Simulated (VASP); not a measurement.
# GaN (F-43m) in VASP: a series of runs

Runs on GaN. Level: PBEsol. Tasks: single point.

All numbers are computed with VASP 6.6.1; they aren't measurements. Logs are shortened: lines on timing, memory, paths and dates and some standing lists are left out, and cuts for length are marked.

### Step 1. The cell of the first run

Symmetry: F-43m, No. 216, cubic system. The conventional cell has a = 4.476 Å, b = 4.476 Å, c = 4.476 Å, α = 90.00°, β = 90.00°, γ = 90.00°. Ga (site symmetry -43m) has 4 N at 1.94 Å within 2.6 Å. Within 2.6 Å of N (site symmetry -43m) lie 4 Ga at 1.94 Å.

### Step 2. Single point, PBEsol, non-collinear spin, zero start, spin-orbit coupling

INCAR reads:

```
  PREC = Accurate
  ENCUT = 520
  EDIFF = 1E-6
  ISMEAR = 0
  SIGMA = 0.01
  LREAL = F
  LASPH = T
  NELM = 150
  ALGO = Normal
  ISIF = 2
  LWAVE = F
  LCHARG = T
  MAGMOM = 0 0 0 0 0 0
  LORBIT = 11
  LSORBIT = T
  GGA_COMPAT = F
  LORBMOM = T
  GGA = PS
  LVHAR = T
  NBANDS = 30
```

KPOINTS reads:

```
regular mesh
0
Gamma
  8 8 8
```

POSCAR reads:

```
GaN
1.0
    0.0000000000      2.2378879968      2.2378879968
    2.2378879968      0.0000000000      2.2378879968
    2.2378879968      2.2378879968      0.0000000000
Ga N
1 1
Direct
    0.0000000000      0.0000000000      0.0000000000
    0.2500000000      0.2500000000      0.2500000000
```

Potentials or basis: VASP PAW PBE potentials, release 64 (Ga_d, N).

Run with:

```console
$ cat potpaw_PBE.64/Ga_d/POTCAR potpaw_PBE.64/N/POTCAR > POTCAR
$ mpirun -np 1 vasp_ncl > vasp.out
```

OUTCAR:

```text
PREC = Accurate
   ENCUT = 520
   EDIFF = 1E-6
   ISMEAR = 0
   LREAL = F
   LASPH = T
   NELM = 150
   ISIF = 2
   LORBIT = 11
   LSORBIT = T
   GGA = PS

 ion  position               nearest neighbor table
   1  0.000  0.000  0.000-   2 1.94   2 1.94   2 1.94   2 1.94
   2  0.250  0.250  0.250-   1 1.94   1 1.94   1 1.94   1 1.94

  LATTYP: Found a face centered cubic cell.
 ALAT       =     4.4757759936

  Lattice vectors:

 A1 = (   0.0000000000,   2.2378879968,   2.2378879968)
 A2 = (   2.2378879968,   0.0000000000,   2.2378879968)
 A3 = (   2.2378879968,   2.2378879968,   0.0000000000)

Analysis of symmetry for initial positions (statically):
=====================================================================
 Subroutine PRICEL returns:
 Original cell was already a primitive cell.

 Routine SETGRP: Setting up the symmetry group for a
 face centered cubic supercell.

 Subroutine GETGRP returns: Found 24 space group operations
 (whereof 24 operations were pure point group operations)
 out of a pool of 48 trial point group operations.

The static configuration has the point symmetry T_d .

Analysis of symmetry for dynamics (positions and initial velocities):
=====================================================================
 Subroutine PRICEL returns:
 Original cell was already a primitive cell.

 Routine SETGRP: Setting up the symmetry group for a
 face centered cubic supercell.

 Subroutine GETGRP returns: Found 24 space group operations
 (whereof 24 operations were pure point group operations)
 out of a pool of 48 trial point group operations.

The dynamic configuration has the point symmetry T_d .

Analysis of structural, dynamic, and magnetic symmetry:
=====================================================================
 Subroutine PRICEL returns:
 Original cell was already a primitive cell.

 Routine SETGRP: Setting up the symmetry group for a
 face centered cubic supercell.

 Subroutine GETGRP returns: Found 24 space group operations
 (whereof 24 operations were pure point group operations)
 out of a pool of 48 trial point group operations.

The overall configuration has the point symmetry T_d .

 Subroutine INISYM returns: Found 24 space group operations
 (whereof 24 operations are pure point group operations),
 and found     1 'primitive' translations

----------------------------------------------------------------------------------------
[... 967 lines left out ...]
      1.11894      1.11894      1.11894        -0.000000     -0.000000      0.000000
 -----------------------------------------------------------------------------------
    total drift:                                0.000003      0.000003      0.000003

  FREE ENERGIE OF THE ION-ELECTRON SYSTEM (eV)
  ---------------------------------------------------
  free  energy   TOTEN  =       -13.1248521726 eV

  energy  without entropy=      -13.1248521726  energy(sigma->0) =      -13.12485217

 orbital moment (x)

 # of ion     p       d       tot
 ----------------------------------------
  1         0.000   0.000   0.000
  2         0.000   0.000   0.000
 ----------------------------------------
            0.000   0.000   0.000

 orbital moment (y)

 # of ion     p       d       tot
 ----------------------------------------
  1         0.000   0.000   0.000
  2         0.000   0.000   0.000
 ----------------------------------------
            0.000   0.000   0.000

 orbital moment (z)

 # of ion     p       d       tot
 ----------------------------------------
  1        -0.000  -0.000  -0.000
  2         0.000   0.000   0.000
 ----------------------------------------
           -0.000  -0.000  -0.000

 Spin-Orbit-Coupling matrix elements

 Ion:    1  E_soc:     -0.0109998
 l=   1
     0.0000000    -0.0010019    -0.0010019
    -0.0010019     0.0000000    -0.0010019
    -0.0010019    -0.0010019     0.0000000
 l=   2
     0.0000000    -0.0001737     0.0000000    -0.0001737    -0.0006577
    -0.0001737     0.0000000    -0.0004933    -0.0001737    -0.0001644
     0.0000000    -0.0004933     0.0000000    -0.0004933     0.0000000
    -0.0001737    -0.0001737    -0.0004933     0.0000000    -0.0001644
    -0.0006577    -0.0001644     0.0000000    -0.0001644     0.0000000
 l=   3
     0.0000000     0.0000000     0.0000000     0.0000000     0.0000000     0.0000000     0.0000000
     0.0000000     0.0000000     0.0000000     0.0000000     0.0000000     0.0000000     0.0000000
     0.0000000     0.0000000     0.0000000     0.0000000     0.0000000     0.0000000     0.0000000
     0.0000000     0.0000000     0.0000000     0.0000000     0.0000000     0.0000000     0.0000000
     0.0000000     0.0000000     0.0000000     0.0000000     0.0000000     0.0000000     0.0000000
     0.0000000     0.0000000     0.0000000     0.0000000     0.0000000     0.0000000     0.0000000
     0.0000000     0.0000000     0.0000000     0.0000000     0.0000000     0.0000000     0.0000000

 Ion:    2  E_soc:     -0.0000951
 l=   1
     0.0000000    -0.0000159    -0.0000159
    -0.0000159     0.0000000    -0.0000159
    -0.0000159    -0.0000159     0.0000000
 l=   2
     0.0000000     0.0000000     0.0000000     0.0000000     0.0000000
     0.0000000     0.0000000     0.0000000     0.0000000     0.0000000
     0.0000000     0.0000000     0.0000000     0.0000000     0.0000000
     0.0000000     0.0000000     0.0000000     0.0000000     0.0000000
     0.0000000     0.0000000     0.0000000     0.0000000     0.0000000
 l=   3
     0.0000000     0.0000000     0.0000000     0.0000000     0.0000000     0.0000000     0.0000000
     0.0000000     0.0000000     0.0000000     0.0000000     0.0000000     0.0000000     0.0000000
     0.0000000     0.0000000     0.0000000     0.0000000     0.0000000     0.0000000     0.0000000
     0.0000000     0.0000000     0.0000000     0.0000000     0.0000000     0.0000000     0.0000000
     0.0000000     0.0000000     0.0000000     0.0000000     0.0000000     0.0000000     0.0000000
     0.0000000     0.0000000     0.0000000     0.0000000     0.0000000     0.0000000     0.0000000
     0.0000000     0.0000000     0.0000000     0.0000000     0.0000000     0.0000000     0.0000000

 total charge

# of ion       s       p       d       tot
------------------------------------------
    1        0.795   0.930  10.192  11.917
    2        1.217   2.520   0.000   3.737
--------------------------------------------------
tot          2.012   3.450  10.192  15.654

 magnetization (x)

# of ion       s       p       d       tot
------------------------------------------
    1        0.000   0.000   0.000   0.000
    2       -0.000   0.000   0.000   0.000
--------------------------------------------------
tot         -0.000   0.000   0.000   0.000

 magnetization (y)

# of ion       s       p       d       tot
------------------------------------------
    1       -0.000   0.000   0.000  -0.000
    2       -0.000   0.000   0.000  -0.000
--------------------------------------------------
tot         -0.000   0.000   0.000  -0.000

 magnetization (z)

# of ion       s       p       d       tot
------------------------------------------
    1        0.000  -0.000   0.000  -0.000
    2       -0.000  -0.000   0.000  -0.000
--------------------------------------------------
tot         -0.000  -0.000   0.000  -0.000
```

OSZICAR:

```text
N       E                     dE             d eps       ncg     rms          rms(c)
DAV:   1     0.139902635717E+03    0.13990E+03   -0.84197E+03  3198   0.221E+03
DAV:   2     0.418474590578E+01   -0.13572E+03   -0.12475E+03  2708   0.481E+02
DAV:   3    -0.143579839299E+02   -0.18543E+02   -0.18224E+02  2964   0.131E+02
DAV:   4    -0.149563663383E+02   -0.59838E+00   -0.59733E+00  2954   0.260E+01
DAV:   5    -0.149671352089E+02   -0.10769E-01   -0.10768E-01  3054   0.349E+00    0.727E+00
DAV:   6    -0.131315164646E+02    0.18356E+01   -0.31403E+00  4204   0.427E+01    0.235E+00
DAV:   7    -0.131456747383E+02   -0.14158E-01   -0.50409E-01  2784   0.686E+00    0.179E+00
DAV:   8    -0.131357600703E+02    0.99147E-02   -0.79712E-02  4098   0.387E+00    0.107E+00
DAV:   9    -0.131245041410E+02    0.11256E-01   -0.23075E-02  4032   0.336E+00    0.243E-01
DAV:  10    -0.131249199776E+02   -0.41584E-03   -0.26977E-03  3196   0.605E-01    0.169E-01
DAV:  11    -0.131248542093E+02    0.65768E-04   -0.23976E-04  3794   0.443E-01    0.621E-02
DAV:  12    -0.131248556976E+02   -0.14884E-05   -0.40992E-05  2898   0.571E-02    0.505E-02
DAV:  13    -0.131248524797E+02    0.32179E-05   -0.36861E-06  3146   0.255E-02    0.270E-02
DAV:  14    -0.131248521726E+02    0.30711E-06   -0.33524E-06  2826   0.162E-02
   1 F= -.13124852E+02 E0= -.13124852E+02  d E =-.420272-102  mag=     0.0000     0.0000    -0.0000
```

Wall time 25 s (1 thread of Intel Xeon 6975P-C (Granite Rapids), shared host); peak memory 0.21 GiB.

Results:

| Quantity | Value |
| --- | --- |
| Free energy | -13.1249 eV |
| Pressure | 2.7 GPa |
| Net moment | 0.00 μB per cell |
| Valence electrons inside the program's atomic spheres | Ga 11.92; N 3.74 |

Moments on the atoms (μB; x, y, z):
```
Ga  0.00 0.00 0.00
N   0.00 0.00 0.00
```

Caveat: the PAW data sets were made with another functional, which shifts forces and pressure a little.

### Step 3. Single point, PBEsol, non-collinear spin, zero start, spin-orbit coupling

This run uses another cell than the first one, of 11.38 Å³/atom.

INCAR reads:

```
ALGO = Normal
EDIFF = 1E-7
ENCUT = 520
GGA = PS
GGA_COMPAT = F
ISIF = 2
ISMEAR = 0
LASPH = T
LCHARG = F
LORBIT = 11
LORBMOM = T
LREAL = F
LSORBIT = T
LWAVE = F
MAGMOM = 0 0 0 0 0 0
NBANDS = 30
NELM = 150
PREC = Accurate
SIGMA = 0.01
```

KPOINTS reads:

```
k-points
0
Gamma
  8 8 8
```

POSCAR reads:

```
GaN
1.0
    0.0000000000      2.2491336651      2.2491336651
    2.2491336651      0.0000000000      2.2491336651
    2.2491336651      2.2491336651      0.0000000000
Ga N
1 1
Direct
    0.0000000000      0.0000000000      0.0000000000
    0.2500000000      0.2500000000      0.2500000000
```

Potentials or basis: VASP PAW PBE potentials, release 64 (Ga_d, N).

Run with:

```console
$ cat potpaw_PBE.64/Ga_d/POTCAR potpaw_PBE.64/N/POTCAR > POTCAR
$ mpirun -np 1 vasp_ncl > vasp.out
```

OUTCAR:

```text
EDIFF = 1E-7
   ENCUT = 520
   GGA = PS
   ISIF = 2
   ISMEAR = 0
   LASPH = T
   LORBIT = 11
   LREAL = F
   LSORBIT = T
   NELM = 150
   PREC = Accurate

 ion  position               nearest neighbor table
   1  0.000  0.000  0.000-   2 1.95   2 1.95   2 1.95   2 1.95
   2  0.250  0.250  0.250-   1 1.95   1 1.95   1 1.95   1 1.95

  LATTYP: Found a face centered cubic cell.
 ALAT       =     4.4982673302

  Lattice vectors:

 A1 = (   0.0000000000,   2.2491336651,   2.2491336651)
 A2 = (   2.2491336651,   0.0000000000,   2.2491336651)
[... 1086 lines left out ...]
     0.0000000     0.0000000     0.0000000     0.0000000     0.0000000
     0.0000000     0.0000000     0.0000000     0.0000000     0.0000000
 l=   3
     0.0000000     0.0000000     0.0000000     0.0000000     0.0000000     0.0000000     0.0000000
     0.0000000     0.0000000     0.0000000     0.0000000     0.0000000     0.0000000     0.0000000
     0.0000000     0.0000000     0.0000000     0.0000000     0.0000000     0.0000000     0.0000000
     0.0000000     0.0000000     0.0000000     0.0000000     0.0000000     0.0000000     0.0000000
     0.0000000     0.0000000     0.0000000     0.0000000     0.0000000     0.0000000     0.0000000
     0.0000000     0.0000000     0.0000000     0.0000000     0.0000000     0.0000000     0.0000000
     0.0000000     0.0000000     0.0000000     0.0000000     0.0000000     0.0000000     0.0000000

 total charge

# of ion       s       p       d       tot
------------------------------------------
    1        0.793   0.911  10.182  11.886
    2        1.217   2.508   0.000   3.725
--------------------------------------------------
tot          2.010   3.419  10.182  15.611

 magnetization (x)

# of ion       s       p       d       tot
------------------------------------------
    1        0.000   0.000   0.000   0.000
    2       -0.000  -0.000   0.000  -0.000
--------------------------------------------------
tot         -0.000   0.000   0.000  -0.000

 magnetization (y)

# of ion       s       p       d       tot
------------------------------------------
    1       -0.000   0.000   0.000  -0.000
    2       -0.000  -0.000   0.000  -0.000
--------------------------------------------------
tot         -0.000  -0.000   0.000  -0.000

 magnetization (z)

# of ion       s       p       d       tot
------------------------------------------
    1       -0.000   0.000  -0.000   0.000
    2       -0.000  -0.000   0.000  -0.000
--------------------------------------------------
tot         -0.000  -0.000  -0.000  -0.000
```

Run time: 27 s. Hardware: 1 thread of Intel Xeon 6975P-C (Granite Rapids), shared host; peak memory 0.22 GiB.

What came out:

* Free energy: -13.1275 eV
* Pressure: -0.3 GPa
* Net moment: 0.00 μB per cell
* Valence electrons inside the program's atomic spheres: Ga 11.89; N 3.73

Moments on the atoms (μB; x, y, z):
```
Ga  0.00 0.00 0.00
N   0.00 0.00 0.00
```

Caveat: the PAW data sets were made with another functional, which shifts forces and pressure a little.

### Step 4. Single point, PBEsol, non-collinear spin, zero start, spin-orbit coupling

This run uses another cell than the first one, of 11.38 Å³/atom.

INCAR reads:

```
SYSTEM = GaN
ALGO = Normal ; EDIFF = 1E-6
ENCUT = 520 ; GGA = PS
GGA_COMPAT = .False. ; ISIF = 2
ISMEAR = 0 ; LASPH = .True.
LCHARG = .True. ; LORBIT = 11
LORBMOM = .True. ; LREAL = .False.
LSORBIT = .True. ; LVHAR = .True.
LWAVE = .False. ; MAGMOM = 0 0 0 0 0 0
NBANDS = 30 ; NELM = 150
PREC = Accurate ; SIGMA = 0.01
```

KPOINTS reads:

```
k-points
0
Gamma
  8 8 8
  0 0 0
```

POSCAR is that of step 3.

Run with:

```console
$ cat potpaw_PBE.64/Ga_d/POTCAR potpaw_PBE.64/N/POTCAR > POTCAR
$ mpirun -np 1 vasp_ncl > vasp.out
```

Wall time 26 s (1 thread of Intel Xeon 6975P-C (Granite Rapids), shared host); peak memory 0.22 GiB.

Results (log left out):

- Free energy: -13.1275 eV
- Pressure: -0.3 GPa
- Net moment: 0.00 μB per cell
- Valence electrons inside the program's atomic spheres: Ga 11.89; N 3.73

Moments on the atoms (μB; x, y, z):
```
Ga  0.00 0.00 0.00
N   0.00 0.00 0.00
```

Caveat: the PAW data sets were made with another functional, which shifts forces and pressure a little.
